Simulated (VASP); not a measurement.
Input of a VASP 6.6.1 run:

Contents of INCAR:

```
SYSTEM = SiNi
ALGO = Normal ; EDIFF = 1E-6
ENCUT = 520 ; GGA = PE
ISIF = 2 ; ISMEAR = -1
LASPH = .True. ; LCHARG = .True.
LELF = .True. ; LREAL = .False.
LVHAR = .True. ; LWAVE = .False.
NBANDS = 14 ; NELM = 80
PREC = Accurate ; SIGMA = 0.1
```

File KPOINTS:

```
k-points
0
Gamma
  15 15 15
  0 0 0
```

The input POSCAR:

```
SiNi
1.0
    2.7807780586      0.0000000000      0.0000000000
    0.0000000000      2.7807780586      0.0000000000
    0.0000000000      0.0000000000      2.7807780586
Ni Si
1 1
Direct
    0.0000000000      0.0000000000      0.0000000000
    0.5000000000      0.5000000000      0.5000000000
```

Potentials or basis: VASP PAW PBE potentials, release 64 (Ni, Si).

Launch:

```bash
$ cat potpaw_PBE.64/Ni/POTCAR potpaw_PBE.64/Si/POTCAR > POTCAR
$ mpirun -np 1 vasp_std > vasp.out
```

(1) What does it give for the pressure?

(2) What does it give for the band gap on the k mesh?

Answers

(1) 12.3 GPa.

(2) zero (band 7 reaches 15.47 eV, above the bottom of band 8 at 12.16 eV).
